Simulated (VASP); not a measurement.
Set up this calculation in VASP 6.6.1, as the native input.

* Task: single point
* Functional: PBEsol
* Potentials or basis: VASP PAW PBE potentials, release 64 (Ta_pv)
* Cutoff: 520 eV
* k mesh: 14 × 14 × 7
* Occupations: fermi-dirac, width 0.1 eV
* Spin: no spin polarisation
* Dipole correction: no
* Further INCAR settings: ALGO = Normal; EDIFF = 1e-06; NBANDS = 18

The structure of Ta lies in POSCAR:

```
Ta
1.0
    2.9010295961      0.0000000000      0.0000000000
   -1.4505147981      2.5123653274      0.0000000000
    0.0000000000      0.0000000000      5.1699197597
Ta
2
Direct
    0.3333333333      0.6666666667      0.2500000000
    0.6666666667      0.3333333333      0.7500000000
```

This isn't the form of Ta at room conditions, which is bcc.

These files were run (other wordings do the same):

INCAR

```
PREC = Accurate ; ENCUT = 520
EDIFF = 1E-6 ; ISMEAR = -1
SIGMA = 0.1 ; LREAL = F
LASPH = T ; NELM = 100
ALGO = Normal ; ISIF = 2
LWAVE = F ; LCHARG = T
GGA = PS ; LELF = T
LVHAR = T ; NBANDS = 18
```

KPOINTS

```
Automatic mesh
0
Gamma
  14 14 7
```

Potentials or basis: VASP PAW PBE potentials, release 64 (Ta_pv).

Run with:

```console
$ cat potpaw_PBE.64/Ta_pv/POTCAR > POTCAR
$ mpirun -np 1 vasp_std > vasp.out
```

It gave:

| Quantity | Value |
| --- | --- |
| Pressure | -6.9 GPa |
| Band gap on the k mesh | zero (bands 11 and 12 overlap by 1.73 eV) |

Caveat: the cell stands under tension; the PAW data sets were made with another functional, which shifts forces and pressure a little; spin-orbit coupling is left out, which moves the levels of the heavy elements.

Wall time 20 s on 1 thread of Intel(R) Xeon(R) 6975P-C (Granite Rapids), on a shared host, peak memory 0.19 GiB.
